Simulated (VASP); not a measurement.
A run of VASP 6.6.1:

INCAR

```
SYSTEM = PdPt2S6
PREC     = Accurate       ! precision mode
ENCUT    = 520            ! plane-wave cutoff, eV
EDIFF    = 1E-6           ! SCF threshold, eV
ISMEAR   = 0              ! smearing method
SIGMA    = 0.02           ! smearing width, eV
LREAL    = .FALSE.        ! projectors in reciprocal space
LASPH    = .TRUE.         ! aspherical terms in the spheres
NELM     = 100            ! most SCF steps
ALGO     = Normal         ! electronic algorithm
ISIF     = 2              ! what is computed and relaxed
LWAVE    = .FALSE.        ! write WAVECAR
LCHARG   = .TRUE.         ! write CHGCAR
GGA      = PE             ! functional
LELF     = .TRUE.         ! ELF
LVHAR    = .TRUE.       
NBANDS   = 43             ! bands
```

Contents of KPOINTS:

```
regular mesh
0
G
  6 6 4
  0 0 0
```

The input POSCAR:

```
PdPt2S6
1.0
    6.1846191769      0.0000000000      0.0000000000
   -3.0923095885      5.3560373200      0.0000000000
    0.0000000000      0.0000000000      6.3169112000
Pd Pt S
1 2 6
Direct
    0.0000000000      0.0000000000      0.0000000000
    0.6666666667      0.3333333333      0.0000000000
    0.3333333333      0.6666666667      0.0000000000
    0.0000000000      0.3337650000      0.1949000000
    0.6662350000      0.6662350000      0.1949000000
    0.3337650000      0.0000000000      0.1949000000
    0.3337650000      0.3337650000      0.8051000000
    0.0000000000      0.6662350000      0.8051000000
    0.6662350000      0.0000000000      0.8051000000
```

Potentials or basis: VASP PAW PBE potentials, release 64 (Pd, Pt, S).

Launch:

```bash
$ cat potpaw_PBE.64/Pd/POTCAR potpaw_PBE.64/Pt/POTCAR potpaw_PBE.64/S/POTCAR > POTCAR
$ mpirun -np 1 vasp_std > vasp.out
```

Hardware: 1 thread of Intel(R) Xeon(R) Platinum 8375C CPU @ 2.90GHz (Ice Lake), with other jobs on the host.

Question: How long does it take, and how much memory?

Answer: It took 2.8 min on 1 thread of Intel(R) Xeon(R) Platinum 8375C CPU @ 2.90GHz (Ice Lake), with other jobs on the host, peak memory 0.45 GiB. Counts: scf iterations 16, k points 24.
